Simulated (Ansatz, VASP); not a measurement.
## Two plane-wave programs on Ti

```
Ti
1.0
     0.00000    2.03000    2.03000
     2.03000    0.00000    2.03000
     2.03000    2.03000    0.00000
Ti
1
Direct
  0.87685 0.12315 0.12315
```

Alike in both runs: task single point; functional PBEsol; k mesh 4 × 4 × 4; occupations gaussian, width 0.1 eV; no spin polarisation.

|  | VASP | Ansatz |
| --- | --- | --- |
| version | VASP 6.6.1 | Ansatz 0.2.0 |
| potentials or method | VASP PAW PBE potentials, release 64 (Ti_sv), cutoff 500 eV | scalar-relativistic, plane waves, PAW |
| valence electrons in the cell | 12 | 12 |

|  | VASP | Ansatz | Ansatz less VASP |
| --- | --- | --- | --- |
| gap on the k mesh at the Fermi level (eV) | none | none | - |
| pressure (GPa) | -0.8 | -0.5 | +0.28 |

VASP's potentials were made for PBE, not for PBEsol. A gap of «none» marks a metal or a gap that the smearing closes.

The k mesh is coarse, so the values compare programs but aren't converged.
